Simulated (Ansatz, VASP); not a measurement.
**SrTl: VASP beside Ansatz**

The input INCAR:

```
SYSTEM = SrTl
ALGO     = Normal         ! electronic algorithm
EDIFF    = 1E-7           ! SCF threshold, eV
ENCUT    = 520            ! plane-wave cutoff, eV
ISIF     = 2              ! what is computed and relaxed
ISMEAR   = -1             ! smearing method
LASPH    = .True.         ! aspherical terms in the spheres
LCHARG   = .False.        ! write CHGCAR
LREAL    = .False.        ! projectors in reciprocal space
LWAVE    = .False.        ! write WAVECAR
NBANDS   = 18             ! bands
NELM     = 60             ! most SCF steps
PREC     = Accurate       ! precision mode
SIGMA    = 0.05           ! smearing width, eV
```

KPOINTS

```
k-points
0
Gamma
  8 8 8
  0 0 0
```

File POSCAR:

```
SrTl
1.0
    4.0320000000      0.0201600000      0.0201600000
    0.0201600000      4.0320000000      0.0201600000
    0.0201600000      0.0201600000      4.0320000000
Sr Tl
1 1
Direct
    0.0000000000      0.0000000000      0.0000000000
    0.5000000000      0.5000000000      0.5000000000
```

Input for Ansatz:

```yaml
crystal:
  lattice:
    - [4.032, 0.02016, 0.02016]
    - [0.02016, 4.032, 0.02016]
    - [0.02016, 0.02016, 4.032]
  atoms:
    - { symbol: Sr, position: [0.0, 0.0, 0.0] }
    - { symbol: Tl, position: [0.5, 0.5, 0.5] }
kpoints:
  mp_grid: { grid: [8, 8, 8] }
  band_path:
    path:
      - [0.0, 0.0, 0.0]
      - [0.5, 0.5, 0.5]
      - [0.5098274679, 0.4901725321, 0.5]
      - [0.5, -0.4901725321, 0.4901725321]
      - [0.5, 0.0, 0.0]
      - [0.0, 0.0, 0.0]
      - [0.4950862661, -0.4950862661, 0.0]
      - [0.5049137339, 0.0, 0.4950862661]
      - [0.5, 0.0, 0.5]
    npoints: 5
scf:
  occupations: { method: fermi_dirac, width: 0.05 }
hamiltonian:
  xc: lda
  pseudopotentials: { kind: all_electron, lapw: { basis_error: 0.0005 } }
output:
  forces: true
  stress: true
  eigenvalues: true
```

Change from the starting cell: equal xy, yz and zx shear strains of +1 %.

Alike in both runs: task single point; functional LDA; k mesh 8 × 8 × 8; occupations fermi-dirac, width 0.05 eV; no spin polarisation.

```csv
,VASP,Ansatz
version,VASP 6.6.1,Ansatz 0.2.0
potentials or method,"VASP PAW LDA potentials, release 64 (Sr_sv, Tl_d), cutoff 520 eV","all-electron LAPW, scalar-relativistic"
```

|  | VASP | Ansatz | Ansatz less VASP |
| --- | --- | --- | --- |
| pressure (GPa) | -1.8 | -1.8 | -0.08 |
| traceless stress, the component that is largest in VASP (GPa) | -0.20 | -0.20 | +0.003 |

LDA's correlation is that of Perdew and Zunger in VASP and of Perdew and Wang (1992) in Ansatz. Ansatz ran all-electron here, and VASP with PAW potentials.

Spin-orbit coupling is off throughout.
